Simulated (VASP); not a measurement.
# GaC18 in VASP: single point with LDA

Aim: the single point of GaC18 with LDA.

Program: VASP 6.6.1. These are calculated values, not measurements. Logs are shortened: lines on timing, memory, paths and dates and some standing lists are left out, and cuts for length are marked.

## (1) The cell of the first run

The cell holds a slab with vacuum, 19 atoms: a = 7.398 Å, b = 7.398 Å, c = 12.000 Å, α = 90.00°, β = 90.00°, γ = 120.00°.

## (2) Single point, LDA, collinear spin, zero start

Input file INCAR:

```
SYSTEM = GaC18
ALGO = Normal
EDIFF = 1E-7
ENCUT = 520
GGA = CA
ISIF = 2
ISMEAR = -1
ISPIN = 2
LASPH = .True.
LCHARG = .False.
LORBIT = 11
LREAL = Auto
LWAVE = .False.
MAGMOM = 0 0 0 0 0 0 0 0 0 0 0 0 0 0 0 0 0 0 0
NBANDS = 62
NELM = 150
PREC = Accurate
SIGMA = 0.05
```

Input file KPOINTS:

```
k-points
0
Gamma
  2 2 1
  0 0 0
```

Input file POSCAR:

```
GaC18
1.0
    7.3980000000      0.0000000000      0.0000000000
   -3.6990000000      6.4068560000      0.0000000000
    0.0000000000      0.0000000000     12.0000000000
C Ga
18 1
Direct
    0.0044565571      0.0013188996      0.0822421667
    0.2261598893      0.1129621143      0.0822025833
    0.0053149696      0.3358737890      0.0818890833
    0.2272257330      0.4468280542      0.0822123333
    0.0044564296      0.6695660087      0.0822478333
    0.2261590410      0.7796265438      0.0822036667
    0.3362496015      0.0013399708      0.0823865833
    0.5581318182      0.1122817494      0.0822229167
    0.3372671687      0.3351793766      0.0822006667
    0.5589718772      0.4468047979      0.0823560000
    0.3372659797      0.6685168201      0.0822004167
    0.5589716183      0.7785953048      0.0823510000
    0.6699000221      0.0004840128      0.0821394167
    0.8934874638      0.1122495964      0.0819609167
    0.6699005799      0.3358452258      0.0821490000
    0.8934877305      0.4476669992      0.0819709167
    0.6705966499      0.6685133863      0.0822196667
    0.8928083303      0.7796193640      0.0821890833
    0.7858197780      0.2260069526      0.2556550000
```

Potentials or basis: VASP PAW LDA potentials, release 64 (C, Ga_d).

Run with:

```bash
cat potpaw_LDA.64/C/POTCAR potpaw_LDA.64/Ga_d/POTCAR > POTCAR
mpirun -np 1 vasp_std > vasp.out
```

OUTCAR:

```text
SYSTEM = GaC18
   EDIFF = 1E-7
   ENCUT = 520
   GGA = CA
   ISIF = 2
   ISMEAR = -1
   ISPIN = 2
   LASPH = .True.
   LORBIT = 11
   LREAL = Auto
   NELM = 150
   PREC = Accurate

 ion  position               nearest neighbor table
   1  0.004  0.001  0.082-  18 1.42   2 1.42  14 1.42
   2  0.226  0.113  0.082-   1 1.42   7 1.42   9 1.42
   3  0.005  0.336  0.082-   4 1.42  16 1.43  14 1.43
   4  0.227  0.447  0.082-  11 1.42   9 1.42   3 1.42
   5  0.004  0.670  0.082-  18 1.42   6 1.42  16 1.42
   6  0.226  0.780  0.082-   5 1.42   7 1.42  11 1.42
[... 10 lines left out ...]
  17  0.671  0.669  0.082-  12 1.42  10 1.42  18 1.42
  18  0.893  0.780  0.082-   1 1.42   5 1.42  17 1.42
  19  0.786  0.226  0.256-

  LATTYP: Found a hexagonal cell.
 ALAT       =     7.3980000000
 C/A-ratio  =     1.6220600162

  Lattice vectors:

 A1 = (   7.3980000000,   0.0000000000,   0.0000000000)
 A2 = (  -3.6990000000,   6.4068560000,   0.0000000000)
 A3 = (   0.0000000000,   0.0000000000,  12.0000000000)

Analysis of symmetry for initial positions (statically):
=====================================================================
 Subroutine PRICEL returns:
 Original cell was already a primitive cell.

 Routine SETGRP: Setting up the symmetry group for a
 hexagonal supercell.

 Subroutine GETGRP returns: Found  1 space group operations
 (whereof  1 operations were pure point group operations)
 out of a pool of 24 trial point group operations.

The static configuration has the point symmetry C_1 .

Analysis of symmetry for dynamics (positions and initial velocities):
=====================================================================
 Subroutine PRICEL returns:
 Original cell was already a primitive cell.

 Routine SETGRP: Setting up the symmetry group for a
 hexagonal supercell.

 Subroutine GETGRP returns: Found  1 space group operations
 (whereof  1 operations were pure point group operations)
 out of a pool of 24 trial point group operations.

The dynamic configuration has the point symmetry C_1 .

Analysis of structural, dynamic, and magnetic symmetry:
=====================================================================
 Subroutine PRICEL returns:
 Original cell was already a primitive cell.

 Routine SETGRP: Setting up the symmetry group for a
 hexagonal supercell.

 Subroutine GETGRP returns: Found  1 space group operations
 (whereof  1 operations were pure point group operations)
 out of a pool of 24 trial point group operations.

The overall configuration has the point symmetry C_1 .

 Subroutine INISYM returns: Found  1 space group operations
 (whereof  1 operations are pure point group operations),
 and found     1 'primitive' translations

----------------------------------------------------------------------------------------

                                     Primitive cell

  volume of cell :     568.7750

  direct lattice vectors                    reciprocal lattice vectors
     7.398000000  0.000000000  0.000000000     0.135171668  0.078041398  0.000000000
    -3.699000000  6.406856000  0.000000000     0.000000000  0.156082796  0.000000000
     0.000000000  0.000000000 12.000000000     0.000000000  0.000000000  0.083333333

  length of vectors
     7.398000000  7.398000054 12.000000000     0.156082797  0.156082796  0.083333333

  position of ions in fractional coordinates (direct lattice)
     0.004456557  0.001318900  0.082242167
     0.226159889  0.112962114  0.082202583
     0.005314970  0.335873789  0.081889083
     0.227225733  0.446828054  0.082212333
     0.004456430  0.669566009  0.082247833
     0.226159041  0.779626544  0.082203667
[... 11 lines left out ...]
     0.892808330  0.779619364  0.082189083
     0.785819778  0.226006953  0.255655000

  ion indices of the primitive-cell ions
   primitive index   ion index
                 1           1
                 2           2
                 3           3
[... 39 lines left out ...]
 ===========================================

 Found      4 irreducible k-points:

 Following reciprocal coordinates:
            Coordinates               Weight
  0.000000  0.000000  0.000000      1.000000
  0.500000  0.000000  0.000000      1.000000
  0.000000  0.500000  0.000000      1.000000
  0.500000  0.500000  0.000000      1.000000
   k-points           NKPTS =      4   k-points in BZ     NKDIM =      4   number of bands    NBANDS=     62
   number of dos      NEDOS =    301   number of ions     NIONS =     19
   total plane-waves  NPLWV = 282240
   dimension x,y,z NGX =    56 NGY =   56 NGZ =   90
   dimension x,y,z NGXF=   112 NGYF=  112 NGZF=  180
   ions per type =              18   1
   NGX,Y,Z   is equivalent  to a cutoff of  12.58, 12.58, 12.47 a.u.
   NGXF,Y,Z  is equivalent  to a cutoff of  25.17, 25.17, 24.94 a.u.
 SYSTEM =  GaC18
   PREC   = accura    normal or accurate (medium, high low for compatibility)
   ISTART =      0    job   : 0-new  1-cont  2-samecut
   ICHARG =      2    charge: 1-file 2-atom 10-const
   ISPIN  =      2    spin polarized calculation?
   LNONCOLLINEAR =      F non collinear calculations
   LSORBIT =      F    spin-orbit coupling
   LASPH  =      T    aspherical Exc in radial PAW
   ENCUT  =  520.0 eV  38.22 Ry    6.18 a.u.  13.76 13.76 22.31*2*pi/ulx,y,z
   NELM   =    150;   NELMIN=  2; NELMDL= -5     # of ELM steps
   EDIFF  = 0.1E-06   stopping-criterion for ELM
   LREAL  =      T    real-space projection
   EDIFFG = 0.1E-05   stopping-criterion for IOM
   NSW    =      0    number of steps for IOM
   IBRION =     -1    ionic relax: 0-MD 1-quasi-New 2-CG
   NFREE  =      0    steps in history (QN), initial steepest desc. (CG)
   ISIF   =      2    stress and relaxation
   ISYM   =      2    0-nonsym 1-usesym 2-fastsym
   POTIM  = 0.5000    time-step for ionic-motion
   TEBEG  =    0.0;   TEEND  =   0.0 temperature during run
   PSTRESS=    0.0 pullay stress
   NELECT =      85.0000    total number of electrons
   NUPDOWN=      -1.0000    fix difference up-down
   EMIN   =  10.00;   EMAX   =-10.00  energy-range for DOS
[... 5 lines left out ...]
     AMIX     =   0.40;   BMIX     =  1.00
     AMIX_MAG =   1.60;   BMIX_MAG =  1.00
  volume/ion in A,a.u.               =      29.94       202.01
  Fermi-wavevector in a.u.,A,eV,Ry     =   0.868762  1.641723 10.268969  0.754748
  Thomas-Fermi vector in A             =   1.987487
   LORBIT       =     11    0 simple, 1 ext, 2 COOP (PROOUT), +10 PAW based schemes
   GGA     = CA    functional components
   LHFCALC =     F    Hartree Fock is set to
   AEXX    =    0.0000 exact exchange contribution
   IVDW    =     0    specifies the selected vdW correction
   LEPSILON=     F    determine dielectric tensor
   LRPA    =     F    only Hartree local field effects (RPA)
 spin polarized calculation
  energy-cutoff  :      520.00
  volume of cell :      568.78
 maximum number of plane-waves:     15363
 NGX is ok and might be reduce to    56
   NGX = 27   NGY = 27   NGZ = 45

 number of electron      85.0000001 magnetization      -0.0000000

 number of electron      85.0000001 magnetization       0.0000000

 Free energy of the ion-electron system (eV)
  ---------------------------------------------------
  ext. energy  EPLUGINS =         0.00000000
  ---------------------------------------------------
  free energy    TOTEN  =      -183.44224822 eV

  energy without entropy =     -183.44224728  energy(sigma->0) =     -183.44224775

 E-fermi :  -0.7349     XC(G=0):  -4.2038

 val. band max:       -1.4516668801   @ k =   0.0000   0.0000   0.0000
 cond. band min:       0.0008208050   @ k =   0.5000   0.0000   0.0000
 fundamental gap:      1.4524876851
 Fermi energy:        -0.7349120997

 spin component 1

 k-point     1 :       0.0000    0.0000    0.0000
  band No.  band energies     occupation
      1     -20.7424      1.00000
      2     -18.4211      1.00000
      3     -18.2355      1.00000
      4     -18.2353      1.00000
      5     -17.9989      1.00000
      6     -17.9988      1.00000
[... 217 lines left out ...]
     53       3.8594      0.00000
     54       3.9393      0.00000
 Fermi energy:        -0.7349120997

 spin component 2

 k-point     1 :       0.0000    0.0000    0.0000
  band No.  band energies     occupation
      1     -20.7424      1.00000
      2     -18.4211      1.00000
      3     -18.2355      1.00000
      4     -18.2353      1.00000
      5     -17.9989      1.00000
      6     -17.9988      1.00000
[... 217 lines left out ...]
     53       3.8594      0.00000
     54       3.9393      0.00000
 [bands above 54 left out]

------------------------ aborting loop because EDIFF is reached ----------------------------------------

  FORCE on cell =-STRESS in cart. coord.  units (eV):
  Direction    XX          YY          ZZ          XY          YZ          ZX
  --------------------------------------------------------------------------------------
  -------------------------------------------------------------------------------------
  Total       -5.3889409     -5.4071837     -0.0276868      0.0002988     -0.0137617     -0.0301642
  in kB      -15.1800592    -15.2314473     -0.0779908      0.0008416     -0.0387651     -0.0849693
  external PRESSURE =     -10.1631658 kB  Pullay stress =       0.0000000 kB

 VOLUME and BASIS-vectors are now :
 -----------------------------------------------------------------------------
  energy-cutoff  :      520.00
  volume of cell :      568.78
      direct lattice vectors                 reciprocal lattice vectors
     7.398000000  0.000000000  0.000000000     0.135171668  0.078041398  0.000000000
    -3.699000000  6.406856000  0.000000000     0.000000000  0.156082796  0.000000000
     0.000000000  0.000000000 12.000000000     0.000000000  0.000000000  0.083333333

 POSITION                                       TOTAL-FORCE (eV/Angst)
 -----------------------------------------------------------------------------------
      0.02809      0.00845      0.98691        -0.003098     -0.003547      0.002953
      1.25528      0.72373      0.98643        -0.000199      0.002488     -0.002247
     -1.20308      2.15190      0.98267         0.003378      0.004371     -0.012090
      0.02820      2.86276      0.98655         0.002756     -0.000524      0.004031
     -2.44376      4.28981      0.98697         0.000390     -0.000175     -0.000294
     -1.21071      4.99495      0.98644         0.005405     -0.000487      0.003077
[... 11 lines left out ...]
      3.72118      4.99491      0.98627        -0.003382     -0.000669      0.003198
      4.97749      1.44799      3.06786        -0.016038     -0.007453      0.050613
 -----------------------------------------------------------------------------------
    total drift:                                0.003941     -0.015454      0.037074

  FREE ENERGIE OF THE ION-ELECTRON SYSTEM (eV)
  ---------------------------------------------------
  free  energy   TOTEN  =      -183.4422482203 eV

  energy  without entropy=     -183.4422472781  energy(sigma->0) =     -183.44224775

 total charge

# of ion       s       p       d       tot
------------------------------------------
    1        0.851   1.805   0.000   2.656
    2        0.852   1.798   0.000   2.651
    3        0.851   1.791   0.000   2.642
    4        0.851   1.805   0.000   2.656
    5        0.851   1.805   0.000   2.656
    6        0.852   1.798   0.000   2.651
[... 11 lines left out ...]
   18        0.852   1.799   0.000   2.651
   19        1.224   0.277   9.955  11.456
--------------------------------------------------
tot         16.551  32.643   9.955  59.149

 magnetization (x)

# of ion       s       p       d       tot
------------------------------------------
    1        0.000   0.000   0.000   0.000
    2        0.000   0.000   0.000   0.000
    3        0.000   0.000   0.000   0.000
    4       -0.000  -0.000   0.000  -0.000
    5        0.000   0.000   0.000   0.000
    6        0.000   0.000   0.000   0.000
[... 11 lines left out ...]
   18       -0.000  -0.000   0.000  -0.000
   19       -0.000  -0.000  -0.000  -0.000
--------------------------------------------------
tot          0.000  -0.000  -0.000   0.000
```

It took 11 min on 1 thread of Intel Xeon 6975P-C, shared host; peak memory 0.6 GiB.

Results:

```yaml
Free_energy: -183.4422 eV
Largest_force: 0.054 eV/Å
Net_moment: 0.00 μB per cell
Valence_electrons_inside_the_program's_atomic_spheres: C 2.66, 2.65, 2.64; Ga 11.46
```

Forces on the atoms (eV/Å):
```
C   -0.003 -0.004  0.003
C    0.000  0.002 -0.002
C    0.003  0.004 -0.012
C    0.003 -0.001  0.004
C    0.000  0.000  0.000
C    0.005  0.000  0.003
C    0.008 -0.003  0.003
C    0.003 -0.008 -0.008
C    0.002  0.003  0.003
C   -0.003  0.002  0.003
C    0.010  0.011 -0.003
C    0.001 -0.003 -0.001
C   -0.001 -0.008 -0.016
C    0.002 -0.006 -0.006
C   -0.003  0.003 -0.013
C    0.001  0.006 -0.009
C   -0.009  0.008 -0.003
C   -0.003 -0.001  0.003
Ga  -0.016 -0.007  0.051
```

Caveat: the k points lie up to 0.49 Å⁻¹ apart.
